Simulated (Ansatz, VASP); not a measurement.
**V3MoSe8: VASP beside Ansatz**

```xyz
12
Lattice="3.3347 0.0000 0.0000 -1.6673 2.8879 0.0000 0.0000 0.0000 28.2620" Properties=species:S:1:pos:R:3 pbc="T T T"
V     0.0000    0.0000   21.2274
V     0.0000    0.0000    0.0000
V     0.0000    0.0000    7.0346
Mo    0.0000    0.0000   14.1310
Se    0.0000    1.9253   22.8062
Se    0.0000    1.9253    1.5794
Se    0.0000    1.9253    8.6142
Se    0.0000    1.9253   15.8256
Se    1.6673    0.9626   26.6826
Se    1.6673    0.9626    5.4558
Se    1.6673    0.9626   12.4364
Se    1.6673    0.9626   19.6478
```

Alike in both runs: task single point; functional PBE; k mesh 6 × 6 × 1; occupations gaussian, width 0.2 eV; collinear spin.

|  | VASP | Ansatz |
| --- | --- | --- |
| version | VASP 6.6.1 | Ansatz 0.2.0 |
| potentials or method | VASP PAW PBE potentials, release 64 (V_sv, Mo_sv, Se), cutoff 520 eV | scalar-relativistic, plane waves, PAW |
| valence electrons in the cell | 101 | 181 |

Ansatz gave:

| Property | Result |
| --- | --- |
| gap on the k mesh at the Fermi level (eV) | none |
| pressure (GPa) | -0.2 |
| traceless stress, the component that is largest in VASP (GPa) | 0.32 |
| rms of the force components (eV/Å) | 0.010 |
| net moment per atom (μB) | 0.14 |
| size of the moment on the site where the two differ most (μB) | 0.55 |

Problem. What did VASP give for the same quantities?

Solution. gap on the k mesh at the Fermi level (eV): none; pressure (GPa): 0.0; traceless stress, the component that is largest in VASP (GPa): 0.35; rms of the force components (eV/Å): 0.022; net moment per atom (μB): 0.14; size of the moment on the site where the two differ most (μB): 0.60.

Site moments also hang on the region over which each program counts them. Atom by atom the forces differ by 0.012 eV/Å (rms over components). A gap of «none» marks a metal or a gap that the smearing closes. VASP's potentials hold 101 valence electrons a cell and Ansatz's 181, so a difference there can come from the potentials and not from the codes.

The k mesh is coarse, so the values compare programs but aren't converged.
